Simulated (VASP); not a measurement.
# NaLa in VASP: notebook, part 2 of 2

VASP 6.6.1. The steps go on from the part before.

### 3 Single point, PBE

The input, INCAR:

```
SYSTEM = NaLa
ALGO = Normal
EDIFF = 1E-6
ENCUT = 520
GGA = PE
ISIF = 2
ISMEAR = -1
LASPH = .True.
LCHARG = .False.
LREAL = .False.
LWAVE = .False.
NBANDS = 16
NELM = 80
PREC = Accurate
SIGMA = 0.05
```

The input, KPOINTS:

```
k-points
0
Gamma
  12 12 6
  0 0 0
```

The input, POSCAR:

```
NaLa
1.0
    3.6062507687      0.0000000000      0.0000000000
   -1.8031253843      3.1231047781      0.0000000000
    0.0000000000      0.0000000000      6.4837820000
La Na
1 1
Direct
    0.3333333333      0.6666666667      0.5000000000
    0.0000000000      0.0000000000      0.0000000000
```

Potentials or basis: VASP PAW PBE potentials, release 64 (La, Na_pv).

Started as:

```console
$ cat potpaw_PBE.64/La/POTCAR potpaw_PBE.64/Na_pv/POTCAR > POTCAR
$ mpirun -np 1 vasp_std > vasp.out
```

OUTCAR:

```text
SYSTEM = NaLa
   EDIFF = 1E-6
   ENCUT = 520
   GGA = PE
   ISIF = 2
   ISMEAR = -1
   LASPH = .True.
   LREAL = .False.
   NELM = 80
   PREC = Accurate

 ion  position               nearest neighbor table
   1  0.333  0.667  0.500-
   2  0.000  0.000  0.000-

  LATTYP: Found a hexagonal cell.
 ALAT       =     3.6062507687
 C/A-ratio  =     1.7979287675

  Lattice vectors:

 A1 = (   3.6062507687,   0.0000000000,   0.0000000000)
 A2 = (  -1.8031253843,   3.1231047781,   0.0000000000)
 A3 = (   0.0000000000,   0.0000000000,   6.4837820000)

Analysis of symmetry for initial positions (statically):
=====================================================================
 Subroutine PRICEL returns:
 Original cell was already a primitive cell.

 Routine SETGRP: Setting up the symmetry group for a
 hexagonal supercell.

 Subroutine GETGRP returns: Found 12 space group operations
 (whereof 12 operations were pure point group operations)
 out of a pool of 24 trial point group operations.

The static configuration has the point symmetry D_3h.

Analysis of symmetry for dynamics (positions and initial velocities):
=====================================================================
 Subroutine PRICEL returns:
 Original cell was already a primitive cell.

 Routine SETGRP: Setting up the symmetry group for a
 hexagonal supercell.

 Subroutine GETGRP returns: Found 12 space group operations
 (whereof 12 operations were pure point group operations)
 out of a pool of 24 trial point group operations.

The dynamic configuration has the point symmetry D_3h.

 Subroutine INISYM returns: Found 12 space group operations
 (whereof 12 operations are pure point group operations),
 and found     1 'primitive' translations

----------------------------------------------------------------------------------------

                                     Primitive cell

  volume of cell :      73.0249

  direct lattice vectors                    reciprocal lattice vectors
     3.606250769  0.000000000  0.000000000     0.277296301  0.160097094  0.000000000
    -1.803125384  3.123104778  0.000000000     0.000000000  0.320194188  0.000000000
     0.000000000  0.000000000  6.483782000     0.000000000  0.000000000  0.154230972

  length of vectors
     3.606250769  3.606250769  6.483782000     0.320194188  0.320194188  0.154230972

  position of ions in fractional coordinates (direct lattice)
     0.333333333  0.666666667  0.500000000
     0.000000000  0.000000000  0.000000000

  ion indices of the primitive-cell ions
   primitive index   ion index
                 1           1
                 2           2

----------------------------------------------------------------------------------------

 KPOINTS: k-points

Automatic generation of k-mesh.
 Grid dimensions read from file:
 generate k-points for:   12   12    6

 Generating k-lattice:

  Cartesian coordinates                     Fractional coordinates (reciprocal lattice)
     0.023108025  0.013341425  0.000000000     0.083333333  0.000000000  0.000000000
     0.000000000  0.026682849  0.000000000     0.000000000  0.083333333  0.000000000
     0.000000000  0.000000000  0.025705162     0.000000000  0.000000000  0.166666667

  Length of vectors
     0.026682849  0.026682849  0.025705162

  Shift w.r.t. Gamma in fractional coordinates (k-lattice)
     0.000000000  0.000000000  0.000000000

 Subroutine IBZKPT returns following result:
 ===========================================

 Found     76 irreducible k-points:

 Following reciprocal coordinates:
            Coordinates               Weight
  0.000000  0.000000  0.000000      1.000000
  0.083333  0.000000  0.000000      6.000000
  0.166667  0.000000  0.000000      6.000000
  0.250000  0.000000  0.000000      6.000000
  0.333333  0.000000  0.000000      6.000000
  0.416667  0.000000  0.000000      6.000000
[... 16 lines left out ...]
  0.250000  0.000000  0.166667     12.000000
  0.333333  0.000000  0.166667     12.000000
 [... further k-points ...]
   k-points           NKPTS =     76   k-points in BZ     NKDIM =     76   number of bands    NBANDS=     16
   number of dos      NEDOS =    301   number of ions     NIONS =      2
   total plane-waves  NPLWV =  37632
   dimension x,y,z NGX =    28 NGY =   28 NGZ =   48
   dimension x,y,z NGXF=    56 NGYF=   56 NGZF=   96
   ions per type =               1   1
   NGX,Y,Z   is equivalent  to a cutoff of  12.91, 12.91, 12.31 a.u.
   NGXF,Y,Z  is equivalent  to a cutoff of  25.82, 25.82, 24.61 a.u.
 SYSTEM =  NaLa
   PREC   = accura    normal or accurate (medium, high low for compatibility)
   ISTART =      0    job   : 0-new  1-cont  2-samecut
   ICHARG =      2    charge: 1-file 2-atom 10-const
   ISPIN  =      1    spin polarized calculation?
   LNONCOLLINEAR =      F non collinear calculations
   LSORBIT =      F    spin-orbit coupling
   LASPH  =      T    aspherical Exc in radial PAW
   ENCUT  =  520.0 eV  38.22 Ry    6.18 a.u.   6.71  6.71 12.06*2*pi/ulx,y,z
   NELM   =     80;   NELMIN=  2; NELMDL= -5     # of ELM steps
   EDIFF  = 0.1E-05   stopping-criterion for ELM
   LREAL  =      F    real-space projection
   EDIFFG = 0.1E-04   stopping-criterion for IOM
   NSW    =      0    number of steps for IOM
   IBRION =     -1    ionic relax: 0-MD 1-quasi-New 2-CG
   NFREE  =      0    steps in history (QN), initial steepest desc. (CG)
   ISIF   =      2    stress and relaxation
   ISYM   =      2    0-nonsym 1-usesym 2-fastsym
   POTIM  = 0.5000    time-step for ionic-motion
   TEBEG  =    0.0;   TEEND  =   0.0 temperature during run
   PSTRESS=    0.0 pullay stress
   NELECT =      18.0000    total number of electrons
   NUPDOWN=      -1.0000    fix difference up-down
   EMIN   =  10.00;   EMAX   =-10.00  energy-range for DOS
   EFERMI =   0.00;   METHOD = LEGACY
   ISMEAR =    -1;   SIGMA  =   0.05  broadening in eV -4-tet -1-fermi 0-gaus
   EFERMI_NEDOS =   21; number of points for ismear=-14 and -15
   IALGO  =     38    algorithm
   IMIX   =      4    mixing-type and parameters
     AMIX     =   0.40;   BMIX     =  1.00
     AMIX_MAG =   1.60;   BMIX_MAG =  1.00
  volume/ion in A,a.u.               =      36.51       246.40
  Fermi-wavevector in a.u.,A,eV,Ry     =   1.026460  1.939728 14.335373  1.053620
  Thomas-Fermi vector in A             =   2.160354
   LORBIT       =      0    0 simple, 1 ext, 2 COOP (PROOUT), +10 PAW based schemes
   GGA     = PE    functional components
   LHFCALC =     F    Hartree Fock is set to
   AEXX    =    0.0000 exact exchange contribution
   IVDW    =     0    specifies the selected vdW correction
   LEPSILON=     F    determine dielectric tensor
   LRPA    =     F    only Hartree local field effects (RPA)
 non-spin polarized calculation
  energy-cutoff  :      520.00
  volume of cell :       73.02
 maximum number of plane-waves:      1992
 NGX is ok and might be reduce to    28
   NGX = 13   NGY = 13   NGZ = 25

 number of electron      17.9999986 magnetization

 Free energy of the ion-electron system (eV)
  ---------------------------------------------------
  ext. energy  EPLUGINS =         0.00000000
  ---------------------------------------------------
  free energy    TOTEN  =        -5.86514310 eV

  energy without entropy =       -5.84873756  energy(sigma->0) =       -5.85694033

 E-fermi :   4.1712     XC(G=0):  -8.1427

 val. band max:        4.1490431221   @ k =   0.2500   0.0833   0.1667
 cond. band min:       4.1844037185   @ k =   0.2500   0.1667   0.1667
 fundamental gap:      0.0353605964
 Fermi energy:         4.1711606722

 k-point     1 :       0.0000    0.0000    0.0000
  band No.  band energies     occupation
      1     -28.9393      2.00000
      2     -20.2477      2.00000
      3     -20.2477      2.00000
      4     -20.2473      2.00000
      5     -12.7209      2.00000
      6     -11.8653      2.00000
[... 8 lines left out ...]
     15       5.9134      0.00000
     16       5.9138      0.00000
[... 419 lines left out ...]
 k-point    24 :       0.3333    0.0000    0.1667
  band No.  band energies     occupation
      1     -28.7943      2.00000
      2     -20.2779      2.00000
      3     -20.2548      2.00000
      4     -20.2424      2.00000
      5     -12.9481      2.00000
      6     -12.5414      2.00000
[... 8 lines left out ...]
     15       6.0062      0.00000
     16       6.0303      0.00000

 [... further k-points ...]

------------------------ aborting loop because EDIFF is reached ----------------------------------------

  FORCE on cell =-STRESS in cart. coord.  units (eV):
  Direction    XX          YY          ZZ          XY          YZ          ZX
  --------------------------------------------------------------------------------------
  -------------------------------------------------------------------------------------
  Total       -0.1902526     -0.1902526      0.0866821     -0.0000000      0.0000000     -0.0000000
  in kB       -4.1741724     -4.1741724      1.9018195     -0.0000000      0.0000000     -0.0000000
  external PRESSURE =      -2.1488418 kB  Pullay stress =       0.0000000 kB

 VOLUME and BASIS-vectors are now :
 -----------------------------------------------------------------------------
  energy-cutoff  :      520.00
  volume of cell :       73.02
      direct lattice vectors                 reciprocal lattice vectors
     3.606250769  0.000000000  0.000000000     0.277296301  0.160097094  0.000000000
    -1.803125384  3.123104778  0.000000000     0.000000000  0.320194188  0.000000000
     0.000000000  0.000000000  6.483782000     0.000000000  0.000000000  0.154230972

 POSITION                                       TOTAL-FORCE (eV/Angst)
 -----------------------------------------------------------------------------------
     -0.00000      2.08207      3.24189         0.000000     -0.000000      0.000000
      0.00000      0.00000      0.00000        -0.000000      0.000000      0.000000
 -----------------------------------------------------------------------------------
    total drift:                                0.000000     -0.000000     -0.000000

  FREE ENERGIE OF THE ION-ELECTRON SYSTEM (eV)
  ---------------------------------------------------
  free  energy   TOTEN  =        -5.8651430959 eV

  energy  without entropy=       -5.8487375561  energy(sigma->0) =       -5.85694033
```

stdout:

```text
POSCAR found type information on POSCAR LaNa
 POSCAR found :  2 types and       2 ions
 scaLAPACK will be used
 LDA part: xc-table for (Slater+PW92), standard interpolation
 POSCAR, INCAR and KPOINTS ok, starting setup
 FFT: planning ... GRIDC
 FFT: planning ... GRID_SOFT
 FFT: planning ... GRID
 WAVECAR not read
 entering main loop
```

Wall time 73 s (1 thread of Intel Xeon Platinum 8259CL at 2.50GHz (Skylake/Cascade Lake), shared host); peak memory 0.26 GiB.

Results:

* Free energy: -5.8651 eV
* Pressure: -0.2 GPa
* Band gap on the k mesh: zero (bands 9 and 10 overlap by 0.68 eV)

Caveat: spin-orbit coupling is left out, which moves the levels of the heavy elements.

The gap in the log of VASP goes by the Fermi energy; the results here count the filled bands.